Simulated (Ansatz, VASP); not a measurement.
Cu in VASP and in Ansatz

```
Cu
1.0
     0.00000    1.78959    1.78959
     1.78959    0.00000    1.78959
     1.78959    1.78959    0.00000
Cu
1
Cartesian
  0.0000 0.0000 0.0000
```

Alike in both runs: functional r2SCAN; k mesh 26 × 26 × 26; no spin polarisation.

Ansatz relaxed the structure, and its values are those at the end. VASP's run is a single point on that final structure, the one shown.

|  | VASP | Ansatz |
| --- | --- | --- |
| version | VASP 6.6.1 | Ansatz 0.2.0 |
| potentials or method | VASP PAW PBE potentials, release 64 (Cu) | plane-wave PAW, scalar-relativistic |
| plane-wave cutoff (eV) | 520 | 500 |
| occupations | methfessel-paxton of order 1, width 0.1 eV | cold, width 0.1 eV |
| valence electrons in the cell | 11 | 19 |

|  | VASP | Ansatz | Ansatz less VASP |
| --- | --- | --- | --- |
| pressure (GPa) | 0.1 | 0.0 | -0.16 |

VASP's potentials were made for PBE, not for r2SCAN. VASP's potentials hold 11 valence electrons a cell and Ansatz's 19, so a difference there can come from the potentials and not from the codes.
